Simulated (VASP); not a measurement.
Here is a VASP 6.6.1 calculation.

Contents of POSCAR:

```
Si
1.0
    2.7154700000     -2.7154700000      0.0000000000
    2.7154700000      0.0000000000     -2.7154700000
    8.8950416151      8.8950416151      8.8950416151
Si
6
Direct
    0.6666666667      0.6666666667      0.3306986367
    1.0000000000      0.0000000000      0.1271792591
    0.3333333333      0.3333333333      0.5342180143
    0.6666666667      0.6666666667      0.4833381699
    1.0000000000      1.0000000000      0.2798187923
    0.3333333333      0.3333333333      0.0762994147
```

The input INCAR.step1:

```
SYSTEM = Si
ALGO     = Normal         ! electronic algorithm
EDIFF    = 1E-4           ! SCF threshold, eV
ENCUT    = 520            ! plane-wave cutoff, eV
GGA      = PE             ! functional
ISMEAR   = 0              ! smearing method
LASPH    = .True.         ! aspherical terms in the spheres
LCHARG   = .False.        ! write CHGCAR
LREAL    = .False.        ! projectors in reciprocal space
LWAVE    = .True.         ! write WAVECAR
NBANDS   = 21             ! bands
NELM     = 80             ! most SCF steps
PREC     = Accurate       ! precision mode
SIGMA    = 0.05           ! smearing width, eV
```

The input INCAR.step2:

```
SYSTEM = Si
ALGO     = Normal         ! electronic algorithm
EDIFF    = 1E-6           ! SCF threshold, eV
ENCUT    = 520            ! plane-wave cutoff, eV
ISIF     = 2              ! what is computed and relaxed
ISMEAR   = 0              ! smearing method
ISTART   = 1            
LASPH    = .True.         ! aspherical terms in the spheres
LCHARG   = .False.        ! write CHGCAR
LMIXTAU  = .True.       
LREAL    = .False.        ! projectors in reciprocal space
LWAVE    = .False.        ! write WAVECAR
METAGGA  = R2SCAN         ! meta-GGA
NBANDS   = 21             ! bands
NELM     = 80             ! most SCF steps
PREC     = Accurate       ! precision mode
SIGMA    = 0.05           ! smearing width, eV
```

File KPOINTS:

```
k-points
0
Gamma
  8 8 3
  0 0 0
```

Potentials or basis: VASP PAW PBE potentials, release 64 (Si).

Launch:

```bash
$ cat potpaw_PBE.64/Si/POTCAR > POTCAR
$ cp INCAR.step1 INCAR
$ mpirun -np 1 vasp_std > vasp.out
$ cp INCAR.step2 INCAR
$ mpirun -np 1 vasp_std > vasp.out
```

Task: Estimate the band gap on the k mesh.

Result: 0.12 eV, indirect (least direct gap 0.16 eV).

Task: Estimate the largest force.

Result: 0.903 eV/Å.

Forces in eV/Å, atoms in the order of the input:
```
Si  -0.265 -0.265 -0.265
Si  -0.521 -0.521 -0.521
Si  -0.332 -0.332 -0.332
Si   0.521  0.521  0.521
Si   0.265  0.265  0.265
Si   0.332  0.332  0.332
```

Caveat: the PAW data sets were made with another functional, which shifts forces and pressure a little.
